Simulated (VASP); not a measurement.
A run of VASP 6.6.1:

INCAR

```
SYSTEM = In2GaAs3
PREC = Accurate ; ENCUT = 520
EDIFF = 1E-7 ; ISMEAR = 0
SIGMA = 0.1 ; LREAL = .FALSE.
LASPH = .TRUE. ; NELM = 60
ALGO = Normal ; ISIF = 2
LWAVE = .FALSE. ; LCHARG = .TRUE.
GGA = PE ; LELF = .TRUE.
LVHAR = .TRUE. ; NBANDS = 66
```

File KPOINTS:

```
regular mesh
0
G
  6 6 1
  0 0 0
```

File POSCAR:

```
In2GaAs3
1.0
    4.2612654000      0.0000000000      0.0000000000
   -2.1306327000      3.6903640000      0.0000000000
    0.0000000000      0.0000000000     21.0933186000
In Ga As
4 2 6
Direct
    0.3333333000      0.6666667000      0.3307960000
    0.3333333000      0.6666667000      0.0030330000
    0.6666667000      0.3333333000      0.5030330000
    0.6666667000      0.3333333000      0.8307960000
    0.3333333000      0.6666667000      0.6668480000
    0.6666667000      0.3333333000      0.1668480000
    0.3333333000      0.6666667000      0.1304530000
    0.3333333000      0.6666667000      0.4574740000
    0.3333333000      0.6666667000      0.7853970000
    0.6666667000      0.3333333000      0.2853970000
    0.6666667000      0.3333333000      0.6304530000
    0.6666667000      0.3333333000      0.9574740000
```

Potentials or basis: VASP PAW PBE potentials, release 64 (In_d, Ga_d, As).

Launch:

```console
$ cat potpaw_PBE.64/In_d/POTCAR potpaw_PBE.64/Ga_d/POTCAR potpaw_PBE.64/As/POTCAR > POTCAR
$ mpirun -np 1 vasp_std > vasp.out
```

Hardware: 1 thread of AMD EPYC 7R13 Processor (Zen 3), on a shared host.

Question: How long does it take, and how much memory?

Answer: Wall time 4.4 min on 1 thread of AMD EPYC 7R13 Processor (Zen 3), with other jobs on the host, peak memory 0.45 GiB. Counts: scf iterations 17, k points 7.
